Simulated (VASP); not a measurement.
Here is a VASP 6.6.1 calculation.

INCAR

```
SYSTEM = Si8N
PREC = Accurate
ENCUT = 520
EDIFF = 1E-6
ISMEAR = 0
SIGMA = 0.05
LREAL = .False.
LASPH = .True.
NELM = 120
ALGO = Normal
ISIF = 2
LWAVE = .False.
LCHARG = .False.
LDIPOL = .True.
IDIPOL = 3
DIPOL = 0.5 0.5 0.298
GGA = PE
NBANDS = 52
GGA_COMPAT = .False.
NELMDL = -8
```

File KPOINTS:

```
regular mesh
0
Gamma
  4 4 1
  0 0 0
```

POSCAR

```
Si8N
1.0
    7.7021642883      0.0000000000      0.0000000000
    0.0000000000      6.3646813592      0.0000000000
    0.0000000000      0.0000000000     22.2525434180
Si N
16 2
Direct
    0.0000000000      0.9370679227      0.1797547330
    0.5000000000      0.9370679227      0.1797547330
    0.0000000000      0.5629320773      0.1797547330
    0.5000000000      0.5629320773      0.1797547330
    0.2500000000      0.4370679227      0.2297135909
    0.7500000000      0.4370679227      0.2297135909
    0.2500000000      0.0629320773      0.2297135909
    0.7500000000      0.0629320773      0.2297135909
    0.2500000000      0.9333044641      0.3302593493
    0.7500000000      0.9333044641      0.3302593493
    0.2500000000      0.5666955359      0.3302593493
    0.7500000000      0.5666955359      0.3302593493
    0.0000000000      0.4259907503      0.3708584346
    0.5000000000      0.4259907503      0.3708584346
    0.0000000000      0.0740092497      0.3708584346
    0.5000000000      0.0740092497      0.3708584346
    0.0000000000      0.3057176437      0.4643308957
    0.0000000000      0.5462638570      0.4643308957
```

Potentials or basis: VASP PAW PBE potentials, release 64 (Si, N).

Command:

```bash
$ cat potpaw_PBE.64/Si/POTCAR potpaw_PBE.64/N/POTCAR > POTCAR
$ mpirun -np 1 vasp_std > vasp.out
```

Question: Predict the band gap on the k mesh.

Answer: Zero (bands 37 and 38 overlap by 0.17 eV).

Question: Estimate the largest force.

Answer: 9.210 eV/Å.

Forces in eV/Å, atoms in the order of the input:
```
Si   0.000 -0.819  0.595
Si   0.000 -0.573  0.512
Si   0.000  0.839  0.648
Si   0.000  0.589  0.542
Si   0.070  0.040 -0.489
Si  -0.070  0.040 -0.489
Si   0.005 -0.021 -0.578
Si  -0.005 -0.021 -0.578
Si   0.021  0.094  0.022
Si  -0.021  0.094  0.022
Si   0.167  0.045 -0.232
Si  -0.167  0.045 -0.232
Si   0.000  1.209  1.733
Si   0.000 -0.074  0.002
Si   0.000 -0.384  0.192
Si   0.000  0.100  0.046
N    0.000  7.784  0.294
N    0.000 -8.988 -2.011
```
